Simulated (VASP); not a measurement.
# Ta (I4/mmm) in VASP: a series of runs

Runs on Ta. Level: PBE. Tasks: single point.

Everything below comes from runs of VASP 6.6.1. Logs are shortened: lines on timing, memory, paths and dates and some standing lists are left out, and cuts for length are marked.

**1. The cell of the first run**

The structure is tetragonal, space group I4/mmm (No. 139). The conventional cell has a = 3.250 Å, b = 3.250 Å, c = 3.518 Å, α = 90.00°, β = 90.00°, γ = 90.00°. Ta (site symmetry 4/mmm) has 14 Ta at 2.89 to 3.52 Å within 3.8 Å.

**2. Single point, PBE (uniaxial strain along a: +6.0 %, then relaxed in part)**

INCAR

```
SYSTEM = Ta
PREC = Accurate ; ENCUT = 520
EDIFF = 1E-7 ; ISMEAR = 0
SIGMA = 0.1 ; LREAL = .FALSE.
LASPH = .TRUE. ; NELM = 100
ALGO = Fast ; ISIF = 2
LWAVE = .FALSE. ; LCHARG = .FALSE.
GGA = PE ; NBANDS = 18
```

KPOINTS

```
regular mesh
0
G
  16 16 16
  0 0 0
```

POSCAR

```
Ta
1.0
    3.5182061346      0.0000000000      0.0000000000
    0.0000000000      3.2497771259      0.0000000000
    0.0000000000      0.0000000000      3.2497771259
Ta
2
Direct
    0.0000000000      0.0000000000      0.0000000000
    0.5000000000      0.5000000000      0.5000000000
```

Potentials or basis: VASP PAW PBE potentials, release 64 (Ta_pv).

Command:

```bash
> cat potpaw_PBE.64/Ta_pv/POTCAR > POTCAR
> mpirun -np 1 vasp_std > vasp.out
```

OUTCAR:

```text
SYSTEM = Ta
   PREC = Accurate
   ENCUT = 520
   EDIFF = 1E-7
   ISMEAR = 0
   LREAL = .FALSE.
   LASPH = .TRUE.
   NELM = 100
   ISIF = 2
   GGA = PE

 ion  position               nearest neighbor table
   1  0.000  0.000  0.000-   2 2.89   2 2.89   2 2.89   2 2.89   2 2.89   2 2.89   2 2.89   2 2.89

   2  0.500  0.500  0.500-   1 2.89   1 2.89   1 2.89   1 2.89   1 2.89   1 2.89   1 2.89   1 2.89

  LATTYP: Found a simple tetragonal cell.
 ALAT       =     3.2497771259
 C/A-ratio  =     1.0825992055

  Lattice vectors:

 A1 = (   0.0000000000,   3.2497771259,   0.0000000000)
 A2 = (   0.0000000000,   0.0000000000,   3.2497771259)
 A3 = (   3.5182061346,   0.0000000000,   0.0000000000)

Analysis of symmetry for initial positions (statically):
=====================================================================
 Subroutine PRICEL returns following result:

  LATTYP: Found a body centered tetragonal cell.
 ALAT       =     3.2497771259
 C/A-ratio  =     1.0825992055

  Lattice vectors:

 A1 = (  -1.7591030673,   1.6248885630,   1.6248885630)
 A2 = (  -1.7591030673,  -1.6248885630,  -1.6248885630)
 A3 = (   1.7591030673,  -1.6248885630,   1.6248885630)

   2 primitive cells build up your supercell.

 Routine SETGRP: Setting up the symmetry group for a
 simple tetragonal supercell.

 Subroutine GETGRP returns: Found 16 space group operations
 (whereof 16 operations were pure point group operations)
 out of a pool of 16 trial point group operations.

The static configuration has the point symmetry D_4h.

Analysis of symmetry for dynamics (positions and initial velocities):
=====================================================================
 Subroutine PRICEL returns following result:

  LATTYP: Found a body centered tetragonal cell.
 ALAT       =     3.2497771259
 C/A-ratio  =     1.0825992055

  Lattice vectors:

 A1 = (  -1.7591030673,   1.6248885630,   1.6248885630)
 A2 = (  -1.7591030673,  -1.6248885630,  -1.6248885630)
 A3 = (   1.7591030673,  -1.6248885630,   1.6248885630)

   2 primitive cells build up your supercell.

 Routine SETGRP: Setting up the symmetry group for a
 simple tetragonal supercell.

 Subroutine GETGRP returns: Found 16 space group operations
 (whereof 16 operations were pure point group operations)
 out of a pool of 16 trial point group operations.

The dynamic configuration has the point symmetry D_4h.

 Subroutine INISYM returns: Found 16 space group operations
 (whereof 16 operations are pure point group operations),
 and found     2 'primitive' translations

----------------------------------------------------------------------------------------

                                     Primitive cell

  volume of cell :      18.5780

  direct lattice vectors                    reciprocal lattice vectors
    -1.759103067  1.624888563  1.624888563    -0.284235762  0.000000000  0.307713410
    -1.759103067 -1.624888563 -1.624888563    -0.284235762 -0.307713410  0.000000000
     1.759103067 -1.624888563  1.624888563     0.000000000 -0.307713410  0.307713410

  length of vectors
     2.893953919  2.893953919  2.893953919     0.418900359  0.418900359  0.435172477

  position of ions in fractional coordinates (direct lattice)
     0.000000000  0.000000000  0.000000000

  ion indices of the primitive-cell ions
   primitive index   ion index
                 1           1

----------------------------------------------------------------------------------------

 KPOINTS: regular mesh

Automatic generation of k-mesh.
 Grid dimensions read from file:
 generate k-points for:   16   16   16

 Generating k-lattice:

  Cartesian coordinates                     Fractional coordinates (reciprocal lattice)
     0.017764735  0.000000000  0.000000000     0.062500000  0.000000000  0.000000000
     0.000000000  0.019232088  0.000000000     0.000000000  0.062500000  0.000000000
     0.000000000  0.000000000  0.019232088     0.000000000  0.000000000  0.062500000

  Length of vectors
     0.017764735  0.019232088  0.019232088

  Shift w.r.t. Gamma in fractional coordinates (k-lattice)
     0.000000000  0.000000000  0.000000000

 Subroutine IBZKPT returns following result:
 ===========================================

 Found    405 irreducible k-points:

 Following reciprocal coordinates:
            Coordinates               Weight
  0.000000  0.000000  0.000000      1.000000
  0.062500  0.000000  0.000000      2.000000
  0.125000  0.000000  0.000000      2.000000
  0.187500  0.000000  0.000000      2.000000
  0.250000  0.000000  0.000000      2.000000
  0.312500  0.000000  0.000000      2.000000
[... 16 lines left out ...]
  0.250000  0.125000  0.000000      8.000000
  0.312500  0.125000  0.000000      8.000000
 [... further k-points ...]
   k-points           NKPTS =    405   k-points in BZ     NKDIM =    405   number of bands    NBANDS=     18
   number of dos      NEDOS =    301   number of ions     NIONS =      2
   total plane-waves  NPLWV =  16128
   dimension x,y,z NGX =    28 NGY =   24 NGZ =   24
   dimension x,y,z NGXF=    56 NGYF=   48 NGZF=   48
   ions per type =               2
   NGX,Y,Z   is equivalent  to a cutoff of  13.23, 12.28, 12.28 a.u.
   NGXF,Y,Z  is equivalent  to a cutoff of  26.46, 24.55, 24.55 a.u.
 SYSTEM =  Ta
   PREC   = accura    normal or accurate (medium, high low for compatibility)
   ISTART =      0    job   : 0-new  1-cont  2-samecut
   ICHARG =      2    charge: 1-file 2-atom 10-const
   ISPIN  =      1    spin polarized calculation?
   LNONCOLLINEAR =      F non collinear calculations
   LSORBIT =      F    spin-orbit coupling
   LASPH  =      T    aspherical Exc in radial PAW
   ENCUT  =  520.0 eV  38.22 Ry    6.18 a.u.   6.54  6.04  6.04*2*pi/ulx,y,z
   NELM   =    100;   NELMIN=  2; NELMDL= -5     # of ELM steps
   EDIFF  = 0.1E-06   stopping-criterion for ELM
   LREAL  =      F    real-space projection
   EDIFFG = 0.1E-05   stopping-criterion for IOM
   NSW    =      0    number of steps for IOM
   IBRION =     -1    ionic relax: 0-MD 1-quasi-New 2-CG
   NFREE  =      0    steps in history (QN), initial steepest desc. (CG)
   ISIF   =      2    stress and relaxation
   ISYM   =      2    0-nonsym 1-usesym 2-fastsym
   POTIM  = 0.5000    time-step for ionic-motion
   TEBEG  =    0.0;   TEEND  =   0.0 temperature during run
   PSTRESS=    0.0 pullay stress
   NELECT =      22.0000    total number of electrons
   NUPDOWN=      -1.0000    fix difference up-down
   EMIN   =  10.00;   EMAX   =-10.00  energy-range for DOS
   EFERMI =   0.00;   METHOD = LEGACY
   ISMEAR =     0;   SIGMA  =   0.10  broadening in eV -4-tet -1-fermi 0-gaus
   EFERMI_NEDOS =   21; number of points for ismear=-14 and -15
   IALGO  =     68    algorithm
   IMIX   =      4    mixing-type and parameters
     AMIX     =   0.40;   BMIX     =  1.00
     AMIX_MAG =   1.60;   BMIX_MAG =  1.00
  volume/ion in A,a.u.               =      18.58       125.37
  Fermi-wavevector in a.u.,A,eV,Ry     =   1.374695  2.597796 25.712091  1.889785
  Thomas-Fermi vector in A             =   2.500098
   LORBIT       =      0    0 simple, 1 ext, 2 COOP (PROOUT), +10 PAW based schemes
   GGA     = PE    functional components
   LHFCALC =     F    Hartree Fock is set to
   AEXX    =    0.0000 exact exchange contribution
   IVDW    =     0    specifies the selected vdW correction
   LEPSILON=     F    determine dielectric tensor
   LRPA    =     F    only Hartree local field effects (RPA)
 non-spin polarized calculation
 RMM-DIIS sequential band-by-band and
 Gauss-broadening in eV      SIGMA  =   0.10
  energy-cutoff  :      520.00
  volume of cell :       37.16
 maximum number of plane-waves:      1032
 NGX is ok and might be reduce to    28
   NGX = 13   NGY = 13   NGZ = 13

 number of electron      22.0000001 magnetization

 Free energy of the ion-electron system (eV)
  ---------------------------------------------------
  ext. energy  EPLUGINS =         0.00000000
  ---------------------------------------------------
  free energy    TOTEN  =       -23.57897953 eV

  energy without entropy =      -23.56451929  energy(sigma->0) =      -23.57174941

 E-fermi :   5.2622     XC(G=0): -12.4604

 val. band max:        5.2617561896   @ k =   0.1250   0.1875   0.0625
 cond. band min:       5.2622764599   @ k =   0.1250   0.4375   0.3125
 fundamental gap:      0.0005202703
 Fermi energy:         5.2622039108

 k-point     1 :       0.0000    0.0000    0.0000
  band No.  band energies     occupation
      1     -28.8091      2.00000
      2     -28.6312      2.00000
      3     -28.6312      2.00000
      4     -27.9644      2.00000
      5     -27.9538      2.00000
      6     -27.9538      2.00000
[... 10 lines left out ...]
     17      11.9387      0.00000
     18      12.3083      0.00000

 k-point     2 :       0.0625    0.0000    0.0000
  band No.  band energies     occupation
      1     -28.8054      2.00000
      2     -28.6247      2.00000
      3     -28.6247      2.00000
      4     -27.9775      2.00000
      5     -27.9603      2.00000
      6     -27.9603      2.00000
[... 10 lines left out ...]
     17      11.5646      0.00000
     18      12.0547      0.00000

 k-point     3 :       0.1250    0.0000    0.0000
  band No.  band energies     occupation
      1     -28.7941      2.00000
      2     -28.6055      2.00000
      3     -28.6055      2.00000
      4     -28.0157      2.00000
      5     -27.9795      2.00000
      6     -27.9795      2.00000
[... 10 lines left out ...]
     17      11.3572      0.00000
     18      11.4108      0.00000

 k-point     4 :       0.1875    0.0000    0.0000
  band No.  band energies     occupation
      1     -28.7742      2.00000
      2     -28.5742      2.00000
      3     -28.5742      2.00000
      4     -28.0758      2.00000
      5     -28.0108      2.00000
      6     -28.0108      2.00000
[... 10 lines left out ...]
     17      10.5970      0.00000
     18      11.0354      0.00000

 k-point     5 :       0.2500    0.0000    0.0000
  band No.  band energies     occupation
      1     -28.7445      2.00000
      2     -28.5321      2.00000
      3     -28.5321      2.00000
      4     -28.1526      2.00000
      5     -28.0529      2.00000
      6     -28.0529      2.00000
[... 10 lines left out ...]
     17       9.8014      0.00000
     18      10.6281      0.00000

 k-point     6 :       0.3125    0.0000    0.0000
  band No.  band energies     occupation
      1     -28.7037      2.00000
      2     -28.4807      2.00000
      3     -28.4807      2.00000
      4     -28.2402      2.00000
      5     -28.1042      2.00000
      6     -28.1042      2.00000
[... 10 lines left out ...]
     17       9.7396      0.00000
     18      10.1654      0.00000

 k-point     7 :       0.3750    0.0000    0.0000
  band No.  band energies     occupation
      1     -28.6508      2.00000
      2     -28.4222      2.00000
      3     -28.4222      2.00000
      4     -28.3325      2.00000
      5     -28.1627      2.00000
      6     -28.1627      2.00000
[... 10 lines left out ...]
     17       9.5760      0.00000
     18       9.6753      0.00000

 k-point     8 :       0.4375    0.0000    0.0000
  band No.  band energies     occupation
      1     -28.5858      2.00000
      2     -28.4238      2.00000
      3     -28.3586      2.00000
      4     -28.3586      2.00000
      5     -28.2263      2.00000
      6     -28.2263      2.00000
[... 10 lines left out ...]
     17       9.1813      0.00000
     18       9.3082      0.00000
[... 229 lines left out ...]
     17      11.5785      0.00000
     18      13.1535      0.00000

 k-point    20 :       0.0625    0.1250    0.0000
  band No.  band energies     occupation
      1     -28.7824      2.00000
      2     -28.6257      2.00000
      3     -28.5975      2.00000
      4     -28.0597      2.00000
      5     -27.9834      2.00000
      6     -27.9724      2.00000
[... 10 lines left out ...]
     17      11.7471      0.00000
     18      13.3465      0.00000

 k-point    21 :       0.1250    0.1250    0.0000
  band No.  band energies     occupation
      1     -28.7947      2.00000
      2     -28.5852      2.00000
      3     -28.5796      2.00000
      4     -28.1259      2.00000
      5     -28.0010      2.00000
      6     -27.9590      2.00000
[... 10 lines left out ...]
     17      11.9069      0.00000
     18      13.1655      0.00000

 k-point    22 :       0.1875    0.1250    0.0000
  band No.  band energies     occupation
      1     -28.8017      2.00000
      2     -28.5504      2.00000
      3     -28.5312      2.00000
      4     -28.2057      2.00000
      5     -28.0296      2.00000
      6     -27.9633      2.00000
[... 10 lines left out ...]
     17      11.8384      0.00000
     18      12.3684      0.00000

 k-point    23 :       0.2500    0.1250    0.0000
  band No.  band energies     occupation
      1     -28.7980      2.00000
      2     -28.5112      2.00000
      3     -28.4688      2.00000
      4     -28.2944      2.00000
      5     -28.0682      2.00000
      6     -27.9842      2.00000
[... 10 lines left out ...]
     17      11.4529      0.00000
     18      11.5639      0.00000

 k-point    24 :       0.3125    0.1250    0.0000
  band No.  band energies     occupation
      1     -28.7807      2.00000
      2     -28.4634      2.00000
      3     -28.4012      2.00000
      4     -28.3869      2.00000
      5     -28.1153      2.00000
      6     -28.0197      2.00000
[... 10 lines left out ...]
     17      10.5916      0.00000
     18      11.1539      0.00000

 [... further k-points ...]

------------------------ aborting loop because EDIFF is reached ----------------------------------------

  FORCE on cell =-STRESS in cart. coord.  units (eV):
  Direction    XX          YY          ZZ          XY          YZ          ZX
  --------------------------------------------------------------------------------------
  -------------------------------------------------------------------------------------
  Total       -1.6888780      0.0126093      0.0126093      0.0000000      0.0000000      0.0000000
  in kB      -72.8249886      0.5437177      0.5437177      0.0000000      0.0000000      0.0000000
  external PRESSURE =     -23.9125178 kB  Pullay stress =       0.0000000 kB

 VOLUME and BASIS-vectors are now :
 -----------------------------------------------------------------------------
  energy-cutoff  :      520.00
  volume of cell :       37.16
      direct lattice vectors                 reciprocal lattice vectors
     3.518206135  0.000000000  0.000000000     0.284235762  0.000000000  0.000000000
     0.000000000  3.249777126  0.000000000     0.000000000  0.307713410  0.000000000
     0.000000000  0.000000000  3.249777126     0.000000000  0.000000000  0.307713410

 POSITION                                       TOTAL-FORCE (eV/Angst)
 -----------------------------------------------------------------------------------
      0.00000      0.00000      0.00000         0.000000      0.000000      0.000000
      1.75910      1.62489      1.62489         0.000000     -0.000000     -0.000000
 -----------------------------------------------------------------------------------
    total drift:                                0.000000      0.000000      0.000000

  FREE ENERGIE OF THE ION-ELECTRON SYSTEM (eV)
  ---------------------------------------------------
  free  energy   TOTEN  =       -23.5789795318 eV

  energy  without entropy=      -23.5645192936  energy(sigma->0) =      -23.57174941
```

It took 83 s on 1 thread of Intel Xeon 6975P-C (Granite Rapids), shared host; peak memory 0.31 GiB.

Results:

- Free energy: -23.5790 eV
- Pressure: -2.4 GPa
- Band gap on the k mesh: zero (band 11 reaches 7.08 eV, above the bottom of band 12 at 4.14 eV)

Stress tensor (GPa, compression positive):
```
-7.28  0.00  0.00
 0.00  0.05  0.00
 0.00  0.00  0.05
```

Caveat: the cell differs from its parent crystal (uniaxial strain along a: +6.0 %, then relaxed in part); spin-orbit coupling is left out, which moves the levels of the heavy elements.

**3. Single point, PBE (uniaxial strain along a: +6.0 %)**

INCAR

```
SYSTEM = Ta
PREC     = Accurate       ! precision mode
ENCUT    = 520            ! plane-wave cutoff, eV
EDIFF    = 1E-6           ! SCF threshold, eV
ISMEAR   = 0              ! smearing method
SIGMA    = 0.1            ! smearing width, eV
LREAL    = .FALSE.        ! projectors in reciprocal space
LASPH    = .TRUE.         ! aspherical terms in the spheres
NELM     = 80             ! most SCF steps
ALGO     = Fast           ! electronic algorithm
ISIF     = 2              ! what is computed and relaxed
LWAVE    = .FALSE.        ! write WAVECAR
LCHARG   = .FALSE.        ! write CHGCAR
GGA      = PE             ! functional
NBANDS   = 18             ! bands
```

KPOINTS

```
Automatic mesh
0
G
  16 16 16
  0 0 0
```

POSCAR

```
Ta
1.0
    3.5182061346      0.0000000000      0.0000000000
    0.0000000000      3.2692764553      0.0000000000
    0.0000000000      0.0000000000      3.2692764553
Ta
2
Direct
    0.0000000000      0.0000000000      0.0000000000
    0.5000000000      0.5000000000      0.5000000000
```

Potentials or basis: VASP PAW PBE potentials, release 64 (Ta_pv).

Command:

```bash
> cat potpaw_PBE.64/Ta_pv/POTCAR > POTCAR
> mpirun -np 1 vasp_std > vasp.out
```

Run time: 93 s. Hardware: 1 thread of Intel Xeon 6975P-C (Granite Rapids), shared host; peak memory 0.32 GiB.

Results (log left out):

```
Free energy            : -23.5759 eV
Pressure               : -4.6 GPa
Band gap on the k mesh : zero (band 11 reaches 6.90 eV, above the bottom of band 12 at 4.04 eV)
```

Stress tensor (GPa, compression positive):
```
-9.08  0.00  0.00
 0.00 -2.39  0.00
 0.00  0.00 -2.39
```

Levels at points of the mesh, in eV from the Fermi level:
| k point | band 9 | band 10 | band 11 | band 12 | band 13 | band 14 |
| --- | --- | --- | --- | --- | --- | --- |
| (0.00, 0.00, 0.00) | -3.46 | 0.48 | 0.48 | 1.32 | 3.21 | 4.34 |
| (0.50, 0.00, 0.00) | -0.99 | -0.99 | 1.54 | 1.54 | 1.54 | 1.54 |
| (0.00, 0.50, 0.00) | -0.75 | -0.75 | 0.69 | 0.69 | 1.38 | 1.38 |
| (0.50, 0.50, 0.00) | -1.11 | -1.11 | 1.24 | 1.24 | 3.05 | 3.05 |
| (0.00, 0.50, 0.50) | -1.99 | -1.99 | 1.73 | 1.73 | 4.46 | 4.46 |
| (0.50, 0.50, 0.50) | -1.10 | -1.10 | -1.10 | -1.10 | 4.28 | 4.28 |

Caveat: the cell differs from its parent crystal (uniaxial strain along a: +6.0 %); spin-orbit coupling is left out, which moves the levels of the heavy elements.
